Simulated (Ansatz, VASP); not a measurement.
# Two plane-wave programs on GaAs

Contents of POSCAR:

```
GaAs
1.0
    0.0000000000      2.5392427488      2.5392427488
    2.5392427488      0.0000000000      2.5392427488
    2.5392427488      2.5392427488      0.0000000000
Ga As
1 1
Direct
    0.0000000000      0.0000000000      0.0000000000
    0.2500000000      0.2500000000      0.2500000000
```

File INCAR.step1:

```
ALGO     = Normal         # electronic algorithm
EDIFF    = 1E-4           # SCF threshold, eV
ENCUT    = 520            # plane-wave cutoff, eV
GGA      = PE             # functional
ISMEAR   = -1             # smearing method
LASPH    = True           # aspherical terms in the spheres
LCHARG   = False          # write CHGCAR
LREAL    = False          # projectors in reciprocal space
LWAVE    = True           # write WAVECAR
NBANDS   = 16             # bands
NELM     = 60             # most SCF steps
PREC     = Accurate       # precision mode
SIGMA    = 0.08           # smearing width, eV
```

Contents of INCAR.step2:

```
ALGO     = Normal         # electronic algorithm
EDIFF    = 1E-6           # SCF threshold, eV
ENCUT    = 520            # plane-wave cutoff, eV
ISIF     = 2              # what is computed and relaxed
ISMEAR   = -1             # smearing method
ISTART   = 1            
LASPH    = True           # aspherical terms in the spheres
LCHARG   = False          # write CHGCAR
LMIXTAU  = True         
LREAL    = False          # projectors in reciprocal space
LWAVE    = False          # write WAVECAR
METAGGA  = R2SCAN         # meta-GGA
NBANDS   = 16             # bands
NELM     = 60             # most SCF steps
PREC     = Accurate       # precision mode
SIGMA    = 0.08           # smearing width, eV
```

The input KPOINTS:

```
k-points
0
Gamma
  11 11 11
```

Input for Ansatz:

```yaml
crystal:
  lattice:
    - [0.0, 2.5392427488, 2.5392427488]
    - [2.5392427488, 0.0, 2.5392427488]
    - [2.5392427488, 2.5392427488, 0.0]
  atoms:
    - { symbol: Ga, position: [0.0, 0.0, 0.0] }
    - { symbol: As, position: [0.25, 0.25, 0.25] }
kpoints:
  mp_grid: { grid: [11, 11, 11] }
scf:
  occupations: { method: fermi_dirac, width: 0.08 }
hamiltonian:
  xc: r2scan
  pseudopotentials: { kind: paw }
output:
  forces: true
  stress: true
  eigenvalues: true
  populations: true
```

Change from the starting cell: volume scaled by 0.72, PAW files.

Alike in both runs: task single point; functional r2SCAN; k mesh 11 × 11 × 11; occupations fermi-dirac, width 0.08 eV; no spin polarisation.

|  | VASP | Ansatz |
| --- | --- | --- |
| version | VASP 6.6.1 | Ansatz 0.2.0 |
| potentials or method | VASP PAW PBE potentials, release 64 (Ga_d, As) | PAW with Ansatz's default frozen-core files, scalar-relativistic |
| plane-wave cutoff (eV) | 520 | 500 |
| valence electrons in the cell | 18 | 28 |

|  | VASP | Ansatz | Ansatz less VASP |
| --- | --- | --- | --- |
| pressure (GPa) | 50.0 | 49.5 | -0.55 |

VASP's potentials were made for PBE, not for r2SCAN. Both programs put the cell under a high pressure, so it lies far from rest at this level. VASP's potentials hold 18 valence electrons a cell and Ansatz's 28, so a difference there can come from the potentials and not from the codes.
